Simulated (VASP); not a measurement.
Set up this calculation in VASP 6.6.1, as the native input.

- Task: single point
- Functional: r2SCAN
- Potentials or basis: VASP PAW PBE potentials, release 64 (B_h, N_h)
- Cutoff: 910 eV
- k mesh: 10 × 10 × 10
- Occupations: gaussian, width 0.01 eV
- Spin: no spin polarisation
- Dipole correction: no
- Second run: hard_potentials
- Further INCAR settings: ALGO = Normal; EDIFF = 1e-06; NBANDS = 11

Crystal: BN.

```
B N
1.0
     0.00000    1.80483    1.80483
     1.80483    0.00000    1.80483
     1.80483    1.80483    0.00000
B N
1 1
Cartesian
  0.0000 0.0000 0.0000
  0.9024 0.9024 0.9024
```

One way to write it, as run:

POSCAR

```
BN
1.0
    0.0000000000      1.8048254656      1.8048254656
    1.8048254656      0.0000000000      1.8048254656
    1.8048254656      1.8048254656      0.0000000000
B N
1 1
Direct
    0.0000000000      0.0000000000      0.0000000000
    0.2500000000      0.2500000000      0.2500000000
```

INCAR.step1

```
SYSTEM = BN
PREC = Accurate ; ENCUT = 910
ISMEAR = 0 ; SIGMA = 0.01
LREAL = .False. ; LASPH = .True.
NELM = 120 ; NBANDS = 11
GGA = PE ; ALGO = Normal
EDIFF = 1E-5 ; LWAVE = .True.
LCHARG = .False. ; GGA_COMPAT = .False.
```

INCAR.step2

```
SYSTEM = BN
PREC = Accurate ; ENCUT = 910
EDIFF = 1E-6 ; ISMEAR = 0
SIGMA = 0.01 ; LREAL = .False.
LASPH = .True. ; NELM = 120
ALGO = Normal ; ISIF = 2
LWAVE = .False. ; LCHARG = .False.
METAGGA = R2SCAN ; LMIXTAU = .True.
NBANDS = 11 ; ISTART = 1
GGA_COMPAT = .False.
```

KPOINTS

```
Automatic mesh
0
Gamma
  10 10 10
  0 0 0
```

Potentials or basis: VASP PAW PBE potentials, release 64 (B_h, N_h).

Launch:

```console
$ cat potpaw_PBE.64/B_h/POTCAR potpaw_PBE.64/N_h/POTCAR > POTCAR
$ cp INCAR.step1 INCAR
$ mpirun -np 1 vasp_std > vasp.out
$ cp INCAR.step2 INCAR
$ mpirun -np 1 vasp_std > vasp.out
```

Results of the run:

| Property | Result |
| --- | --- |
| Pressure | -0.5 GPa |
| Band gap on the k mesh | 5.00 eV, indirect (least direct gap 9.57 eV) |

Caveat: the cutoff is under 1.25 times the usual one of these potentials, so pressure, stress and relaxed cells hold a basis-set (Pulay) error; the PAW data sets were made with another functional, which shifts forces and pressure a little.

It took 40 s on 1 thread of Intel(R) Xeon(R) Platinum 8375C CPU @ 2.90GHz (Ice Lake) (shared host), peak memory 0.16 GiB.
